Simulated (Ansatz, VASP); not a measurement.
## One calculation of AlN, two programs

```
CELL_PARAMETERS angstrom
0.00000 2.18399 2.18399
2.18399 0.00000 2.18399
2.18399 2.18399 0.00000
ATOMIC_POSITIONS crystal
Al 0.00000 0.00000 0.00000
N 0.25000 0.25000 0.25000
```

Alike in both runs: task single point; functional PBE; k mesh 10 × 10 × 10; occupations gaussian, width 0.011 eV; no spin polarisation.

|  | VASP | Ansatz |
| --- | --- | --- |
| version | VASP 6.6.1 | Ansatz 0.2.0 |
| potentials or method | VASP PAW PBE potentials, release 64 (Al, N), cutoff 520 eV | all-electron LAPW, scalar-relativistic |

VASP gave:

- gap on the k mesh at the Fermi level (eV): 3.32
- least direct gap on the mesh (eV): 4.20
- pressure (GPa): 4.6

Task: Which values does Ansatz return?

Result: gap on the k mesh at the Fermi level (eV): 3.32; least direct gap on the mesh (eV): 4.19; pressure (GPa): 4.8.

Ansatz ran all-electron here, and VASP with PAW potentials.
